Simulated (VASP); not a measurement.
# SiO2 (P4_12_12) in VASP: settings compared, part 3 of 3

VASP 6.6.1.

## (5) Electric field gradients, r2SCAN

File POSCAR:

```
SiO2
1.0
    4.9930000000      0.0000000000      0.0000000000
    0.0000000000      4.9930000000      0.0000000000
    0.0000000000      0.0000000000      7.0050000000
Si O
4 8
Direct
    0.3024106548      0.3024106548      0.0000000000
    0.1975893452      0.8024106548      0.2500000000
    0.6975893452      0.6975893452      0.5000000000
    0.8024106548      0.1975893452      0.7500000000
    0.2377646201      0.1108936539      0.1819502254
    0.3891063461      0.7377646201      0.4319502254
    0.7622353799      0.8891063461      0.6819502254
    0.6108936539      0.2622353799      0.9319502254
    0.7377646201      0.3891063461      0.5680497746
    0.8891063461      0.7622353799      0.3180497746
    0.2622353799      0.6108936539      0.0680497746
    0.1108936539      0.2377646201      0.8180497746
```

File INCAR.step1:

```
  PREC = Accurate
  ENCUT = 520
  ISMEAR = -1
  SIGMA = 0.02
  LREAL = False
  LASPH = True
  NELM = 100
  NBANDS = 44
  GGA = PE
  ALGO = Normal
  EDIFF = 1E-4
  LWAVE = True
  LCHARG = False
```

File INCAR.step2:

```
  PREC = Accurate
  ENCUT = 520
  EDIFF = 1E-8
  ISMEAR = -1
  SIGMA = 0.02
  LREAL = False
  LASPH = True
  NELM = 100
  ALGO = Normal
  ISIF = 2
  LWAVE = False
  LCHARG = False
  METAGGA = R2SCAN
  LMIXTAU = True
  LEFG = True
  NBANDS = 44
  ISTART = 1
```

File KPOINTS:

```
regular mesh
0
Gamma
  5 5 3
```

Potentials or basis: VASP PAW PBE potentials, release 64 (Si, O).

The run is started by

```console
cat potpaw_PBE.64/Si/POTCAR potpaw_PBE.64/O/POTCAR > POTCAR
cp INCAR.step1 INCAR
mpirun -np 1 vasp_std > vasp.out
cp INCAR.step2 INCAR
mpirun -np 1 vasp_std > vasp.out
```

OUTCAR:

```text
PREC = Accurate
   ENCUT = 520
   EDIFF = 1E-8
   ISMEAR = -1
   LREAL = False
   LASPH = True
   NELM = 100
   ISIF = 2
   METAGGA = R2SCAN
   ISTART = 1

 ion  position               nearest neighbor table
   1  0.302  0.302  0.000-   8 1.62  11 1.62   5 1.63  12 1.63   2 3.09   4 3.09   2 3.09   4 3.09

   2  0.198  0.802  0.250-   5 1.62  10 1.62   6 1.63  11 1.63   1 3.09   3 3.09   1 3.09   3 3.09

   3  0.698  0.698  0.500-   6 1.62   9 1.62   7 1.63  10 1.63   2 3.09   4 3.09   4 3.09   2 3.09

   4  0.802  0.198  0.750-   7 1.62  12 1.62   9 1.63   8 1.63   1 3.09   3 3.09   3 3.09   1 3.09

   5  0.238  0.111  0.182-   2 1.62   1 1.63
   6  0.389  0.738  0.432-   3 1.62   2 1.63
   7  0.762  0.889  0.682-   4 1.62   3 1.63
   8  0.611  0.262  0.932-   1 1.62   4 1.63
   9  0.738  0.389  0.568-   3 1.62   4 1.63
  10  0.889  0.762  0.318-   2 1.62   3 1.63
  11  0.262  0.611  0.068-   1 1.62   2 1.63
  12  0.111  0.238  0.818-   4 1.62   1 1.63

  LATTYP: Found a simple tetragonal cell.
 ALAT       =     4.9930000000
 C/A-ratio  =     1.4029641498

  Lattice vectors:

 A1 = (   4.9930000000,   0.0000000000,   0.0000000000)
 A2 = (   0.0000000000,   4.9930000000,   0.0000000000)
 A3 = (   0.0000000000,   0.0000000000,   7.0050000000)

Analysis of symmetry for initial positions (statically):
[... 802 lines left out ...]
   4       0.433     0.433    -0.866    -0.256    -2.738    -2.738
   5     -48.716    43.802     4.914    18.594   -14.206   -58.377
   6      43.802   -48.716     4.914   -18.594    58.377   -14.206
   7     -48.716    43.802     4.914    18.594    14.206    58.377
   8      43.802   -48.716     4.914   -18.594   -58.377    14.206
   9     -48.716    43.802     4.914   -18.594    14.206   -58.377
  10      43.802   -48.716     4.914    18.594   -58.377   -14.206
  11     -48.716    43.802     4.914   -18.594   -14.206    58.377
  12      43.802   -48.716     4.914    18.594    58.377    14.206
---------------------------------------------------------------------

 Electric field gradients after diagonalization (V/A^2)
 (convention: |V_zz| > |V_xx| > |V_yy|)
----------------------------------------------------------------------
 ion       V_xx      V_yy      V_zz     asymmetry (V_yy - V_xx)/ V_zz
----------------------------------------------------------------------
   1       3.563     0.689    -4.252       0.676
   2       3.563     0.689    -4.252       0.676
   3       3.563     0.689    -4.252       0.676
   4       3.563     0.689    -4.252       0.676
   5     -52.691   -37.146    89.837       0.173
   6     -52.691   -37.146    89.837       0.173
   7     -52.691   -37.146    89.837       0.173
   8     -52.691   -37.146    89.837       0.173
   9     -52.691   -37.146    89.837       0.173
  10     -52.691   -37.146    89.837       0.173
  11     -52.691   -37.146    89.837       0.173
  12     -52.691   -37.146    89.837       0.173
----------------------------------------------------------------------

           NMR quadrupolar parameters

 Cq : quadrupolar parameter    Cq=e*Q*V_zz/h
 eta: asymmetry parameters     (V_yy - V_xx)/ V_zz
 Q  : nuclear electric quadrupole moment in mb (millibarn)
----------------------------------------------------------------------
 ion       Cq(MHz)       eta       Q (mb)
----------------------------------------------------------------------
   1      -0.010       0.676       1.000
   2      -0.010       0.676       1.000
   3      -0.010       0.676       1.000
   4      -0.010       0.676       1.000
   5       0.217       0.173       1.000
   6       0.217       0.173       1.000
   7       0.217       0.173       1.000
   8       0.217       0.173       1.000
   9       0.217       0.173       1.000
  10       0.217       0.173       1.000
  11       0.217       0.173       1.000
  12       0.217       0.173       1.000
----------------------------------------------------------------------
```

OSZICAR.step1:

```text
N       E                     dE             d eps       ncg     rms          rms(c)
DAV:   1     0.398856988123E+03    0.39886E+03   -0.32567E+04  1056   0.131E+03
DAV:   2    -0.764264124267E+02   -0.47528E+03   -0.45916E+03  1352   0.311E+02
DAV:   3    -0.107196109227E+03   -0.30770E+02   -0.30632E+02  1296   0.837E+01
DAV:   4    -0.107602457693E+03   -0.40635E+00   -0.40555E+00  1320   0.106E+01
DAV:   5    -0.107609830812E+03   -0.73731E-02   -0.73678E-02  1320   0.140E+00    0.288E+01
DAV:   6    -0.948714793357E+02    0.12738E+02   -0.49471E+01  1236   0.323E+01    0.136E+01
DAV:   7    -0.949027828916E+02   -0.31304E-01   -0.13888E+00  1248   0.498E+00    0.499E+00
DAV:   8    -0.948976047292E+02    0.51782E-02   -0.65119E-02  1292   0.161E+00    0.196E+00
DAV:   9    -0.949110253662E+02   -0.13421E-01   -0.38390E-02  1216   0.119E+00    0.367E-01
DAV:  10    -0.949134137561E+02   -0.23884E-02   -0.47750E-03  1188   0.324E-01    0.123E-01
DAV:  11    -0.949133293254E+02    0.84431E-04   -0.12596E-03  1312   0.182E-01    0.161E-02
DAV:  12    -0.949133410545E+02   -0.11729E-04   -0.29766E-05   784   0.289E-02
   1 F= -.94913341E+02 E0= -.94913341E+02  d E =-.255213E-12
```

Run time: 4.2 min. Hardware: 1 thread of Intel Xeon Platinum 8488C (Sapphire Rapids), shared host; peak memory 0.33 GiB.

What came out:

- Free energy: -119.1228 eV
- Pressure: -3.6 GPa
- Largest force: 0.281 eV/Å
- Band gap on the k mesh: 6.24 eV
- Largest electric field gradient by atom: Si -4.3; O +89.8 V/Å²

Forces in eV/Å, atoms in the order of the input:
```
Si   0.033  0.033  0.000
Si  -0.033  0.033  0.000
Si  -0.033 -0.033  0.000
Si   0.033 -0.033  0.000
O    0.045 -0.139 -0.240
O    0.139  0.045 -0.240
O   -0.045  0.139 -0.240
O   -0.139 -0.045 -0.240
O    0.045  0.139  0.240
O    0.139 -0.045  0.240
O   -0.045 -0.139  0.240
O   -0.139  0.045  0.240
```

Levels at points of the mesh, in eV from the valence-band top:
```
           k point  band 29  band 30  band 31  band 32  band 33  band 34  band 35  band 36
(0.00, 0.00, 0.00)    -0.66    -0.31    -0.31     0.00     6.24     9.56     9.56     9.93
```

Electric field gradients, principal values (V/Å²):
| atom | least | middle | greatest (by size) |
| --- | --- | --- | --- |
| 1 Si | 0.689 | 3.563 | -4.252 |
| 2 Si | 0.689 | 3.563 | -4.252 |
| 3 Si | 0.689 | 3.563 | -4.252 |
| 4 Si | 0.689 | 3.563 | -4.252 |
| 5 O | -37.146 | -52.691 | 89.837 |
| 6 O | -37.146 | -52.691 | 89.837 |
| 7 O | -37.146 | -52.691 | 89.837 |
| 8 O | -37.146 | -52.691 | 89.837 |
| 9 O | -37.146 | -52.691 | 89.837 |
| 10 O | -37.146 | -52.691 | 89.837 |
| 11 O | -37.146 | -52.691 | 89.837 |
| 12 O | -37.146 | -52.691 | 89.837 |

Caveat: the cell stands under tension; without QUAD_EFG the Cq values of the log hold for a quadrupole moment of 1 mb, not for the nuclei; the PAW data sets were made with another functional, which shifts forces and pressure a little; an odd mesh through Γ misses points on the zone boundary, where band edges can lie.

## (6) Electric field gradients, PBE

File INCAR:

```
SYSTEM = SiO2
ALGO     = Normal         ! electronic algorithm
EDIFF    = 1E-8           ! SCF threshold, eV
ENCUT    = 520            ! plane-wave cutoff, eV
GGA      = PE             ! functional
ISIF     = 2              ! what is computed and relaxed
ISMEAR   = -1             ! smearing method
LASPH    = .True.         ! aspherical terms in the spheres
LCHARG   = .False.        ! write CHGCAR
LEFG     = .True.       
LREAL    = .False.        ! projectors in reciprocal space
LWAVE    = .False.        ! write WAVECAR
NBANDS   = 44             ! bands
NELM     = 80             ! most SCF steps
PREC     = Accurate       ! precision mode
SIGMA    = 0.02           ! smearing width, eV
```

File KPOINTS:

```
k-points
0
Gamma
  6 6 4
  0 0 0
```

File POSCAR:

```
SiO2
1.0
    4.9930000000      0.0000000000      0.0000000000
    0.0000000000      4.9930000000      0.0000000000
    0.0000000000      0.0000000000      7.0050000000
Si O
4 8
Direct
    0.2966500000      0.2966500000      0.0000000000
    0.2033500000      0.7966500000      0.2500000000
    0.7033500000      0.7033500000      0.5000000000
    0.7966500000      0.2033500000      0.7500000000
    0.2406000000      0.0966000000      0.1746800000
    0.4034000000      0.7406000000      0.4246800000
    0.7594000000      0.9034000000      0.6746800000
    0.5966000000      0.2594000000      0.9246800000
    0.7406000000      0.4034000000      0.5753200000
    0.9034000000      0.7594000000      0.3253200000
    0.2594000000      0.5966000000      0.0753200000
    0.0966000000      0.2406000000      0.8253200000
```

Potentials or basis: VASP PAW PBE potentials, release 64 (Si, O).

The run is started by

```console
cat potpaw_PBE.64/Si/POTCAR potpaw_PBE.64/O/POTCAR > POTCAR
mpirun -np 1 vasp_std > vasp.out
```

OUTCAR:

```text
SYSTEM = SiO2
   EDIFF = 1E-8
   ENCUT = 520
   GGA = PE
   ISIF = 2
   ISMEAR = -1
   LASPH = .True.
   LREAL = .False.
   NELM = 80
   PREC = Accurate

 ion  position               nearest neighbor table
   1  0.297  0.297  0.000-   8 1.60  11 1.60   5 1.60  12 1.60   2 3.08   4 3.08   2 3.08   4 3.08

   2  0.203  0.797  0.250-   5 1.60  10 1.60   6 1.60  11 1.60   1 3.08   3 3.08   1 3.08   3 3.08

   3  0.703  0.703  0.500-   6 1.60   9 1.60   7 1.60  10 1.60   2 3.08   4 3.08   4 3.08   2 3.08

   4  0.797  0.203  0.750-   7 1.60  12 1.60   9 1.60   8 1.60   1 3.08   3 3.08   3 3.08   1 3.08

   5  0.241  0.097  0.175-   2 1.60   1 1.60
   6  0.403  0.741  0.425-   3 1.60   2 1.60
   7  0.759  0.903  0.675-   4 1.60   3 1.60
   8  0.597  0.259  0.925-   1 1.60   4 1.60
   9  0.741  0.403  0.575-   3 1.60   4 1.60
  10  0.903  0.759  0.325-   2 1.60   3 1.60
[... 1410 lines left out ...]
----------------------------------------------------------------------
   1       4.603     0.412    -5.015       0.836
   2       4.603     0.412    -5.015       0.836
   3       4.603     0.412    -5.015       0.836
   4       4.603     0.412    -5.015       0.836
   5     -48.746   -38.407    87.153       0.119
   6     -48.746   -38.407    87.153       0.119
   7     -48.746   -38.407    87.153       0.119
   8     -48.746   -38.407    87.153       0.119
   9     -48.746   -38.407    87.153       0.119
  10     -48.746   -38.407    87.153       0.119
  11     -48.746   -38.407    87.153       0.119
  12     -48.746   -38.407    87.153       0.119
----------------------------------------------------------------------

           NMR quadrupolar parameters

 Cq : quadrupolar parameter    Cq=e*Q*V_zz/h
 eta: asymmetry parameters     (V_yy - V_xx)/ V_zz
 Q  : nuclear electric quadrupole moment in mb (millibarn)
----------------------------------------------------------------------
 ion       Cq(MHz)       eta       Q (mb)
----------------------------------------------------------------------
   1      -0.012       0.836       1.000
   2      -0.012       0.836       1.000
   3      -0.012       0.836       1.000
   4      -0.012       0.836       1.000
   5       0.211       0.119       1.000
   6       0.211       0.119       1.000
   7       0.211       0.119       1.000
   8       0.211       0.119       1.000
   9       0.211       0.119       1.000
  10       0.211       0.119       1.000
  11       0.211       0.119       1.000
  12       0.211       0.119       1.000
----------------------------------------------------------------------
```

stdout:

```text
POSCAR found type information on POSCAR SiO
 POSCAR found :  2 types and      12 ions
 scaLAPACK will be used
 LDA part: xc-table for (Slater+PW92), standard interpolation
 POSCAR, INCAR and KPOINTS ok, starting setup
 FFT: planning ... GRIDC
 FFT: planning ... GRID_SOFT
 FFT: planning ... GRID
 WAVECAR not read
 entering main loop
ion   1

ion   2

ion   3

ion   4

ion   5
     0.0000293    -3.5193252    12.3434285    -0.6896241     2.4802493     9.1342897
     0.0000403    -3.5193252    12.3434284    -0.6896241     2.4802493     9.1342896
     0.0000555    -3.5193251    12.3434282    -0.6896241     2.4802492     9.1342895
     0.0000765    -3.5193250    12.3434278    -0.6896241     2.4802491     9.1342892
[... 72 lines left out ...]
ion  12
     0.0000293    -3.5193252    -2.4802493    -0.6896241   -12.3434285    -9.1342897
     0.0000403    -3.5193252    -2.4802493    -0.6896241   -12.3434284    -9.1342896
     0.0000555    -3.5193251    -2.4802492    -0.6896241   -12.3434282    -9.1342895
     0.0000765    -3.5193250    -2.4802491    -0.6896241   -12.3434278    -9.1342892

     0.0000293   -13.1382675    -9.4592858    -2.2569071   -46.1099425   -34.5768213
     0.0000403   -13.1382651    -9.4592840    -2.2569067   -46.1099339   -34.5768148
     0.0000555   -13.1382609    -9.4592810    -2.2569060   -46.1099193   -34.5768038
     0.0000765   -13.1382539    -9.4592759    -2.2569049   -46.1098947   -34.5767853
```

It took 2.6 min on 1 thread of Intel Xeon Platinum 8488C (Sapphire Rapids), shared host; peak memory 0.37 GiB.

Results:

```yaml
Free_energy: -94.7541 eV
Pressure: 7.7 GPa
Largest_force: 0.469 eV/Å
Band_gap_on_the_k_mesh: 5.77 eV
Largest_electric_field_gradient_by_atom: Si -5.0; O +87.2 V/Å²
```

Forces on the atoms (eV/Å):
```
Si  -0.111 -0.111  0.000
Si   0.111 -0.111  0.000
Si   0.111  0.111  0.000
Si  -0.111  0.111  0.000
O   -0.026  0.357  0.303
O   -0.357 -0.026  0.303
O    0.026 -0.357  0.303
O    0.357  0.026  0.303
O   -0.026 -0.357 -0.303
O   -0.357  0.026 -0.303
O    0.026  0.357 -0.303
O    0.357 -0.026 -0.303
```

Stress tensor (GPa, compression positive):
```
7.90 0.00 0.00
0.00 7.90 0.00
0.00 0.00 7.26
```

Levels at points of the mesh, in eV from the valence-band top:
| k point | band 29 | band 30 | band 31 | band 32 | band 33 | band 34 | band 35 | band 36 |
| --- | --- | --- | --- | --- | --- | --- | --- | --- |
| (0.00, 0.00, 0.00) | -0.66 | -0.24 | -0.24 | 0.00 | 5.77 | 8.85 | 8.85 | 9.26 |
| (0.50, 0.00, 0.00) | -0.66 | -0.66 | -0.45 | -0.45 | 7.81 | 7.81 | 9.31 | 9.31 |
| (0.50, 0.50, 0.00) | -0.62 | -0.62 | -0.57 | -0.57 | 8.77 | 8.77 | 8.91 | 8.91 |
| (0.00, 0.00, 0.50) | -0.50 | -0.50 | -0.40 | -0.40 | 6.99 | 6.99 | 9.57 | 9.57 |
| (0.50, 0.00, 0.50) | -0.95 | -0.95 | -0.15 | -0.15 | 8.17 | 8.17 | 8.89 | 8.89 |
| (0.50, 0.50, 0.50) | -0.67 | -0.67 | -0.67 | -0.67 | 9.29 | 9.29 | 9.29 | 9.29 |

Electric field gradients, principal values (V/Å²):
| atom | least | middle | greatest (by size) |
| --- | --- | --- | --- |
| 1 Si | 0.412 | 4.603 | -5.015 |
| 2 Si | 0.412 | 4.603 | -5.015 |
| 3 Si | 0.412 | 4.603 | -5.015 |
| 4 Si | 0.412 | 4.603 | -5.015 |
| 5 O | -38.407 | -48.746 | 87.153 |
| 6 O | -38.407 | -48.746 | 87.153 |
| 7 O | -38.407 | -48.746 | 87.153 |
| 8 O | -38.407 | -48.746 | 87.153 |
| 9 O | -38.407 | -48.746 | 87.153 |
| 10 O | -38.407 | -48.746 | 87.153 |
| 11 O | -38.407 | -48.746 | 87.153 |
| 12 O | -38.407 | -48.746 | 87.153 |

Caveat: the cell stands under pressure; without QUAD_EFG the Cq values of the log hold for a quadrupole moment of 1 mb, not for the nuclei.

## (7) Overview

```csv
level,cell,k mesh,gap on the mesh (eV),pressure (GPa),largest force (eV/Å)
PBE,"as given, atomic positions A",5 × 5 × 3,5.77,7.7,0.47
r2SCAN,"as given, atomic positions B",5 × 5 × 3,6.24,-3.6,0.28
PBE,"as given, atomic positions A",6 × 6 × 4,5.77,7.7,0.47
```

Alike in all rows: task electric field gradients; potentials or basis VASP PAW PBE potentials, release 64 (Si, O); no spin polarisation; cutoff (eV) 520; smearing fermi-dirac 0.02 eV.

The pressure there spans -3.6 GPa (r2SCAN) to 7.7 GPa (PBE); a positive pressure means that this level wants a larger cell, a negative one a smaller.

Caveats: the cell stands under pressure (at least some runs); an odd mesh through Γ misses points on the zone boundary, where band edges can lie (at least some runs); the cell stands under tension (at least some runs); the PAW data sets were made with another functional, which shifts forces and pressure a little (at least some runs).

Absolute energies hang on the potentials; compare differences alone.
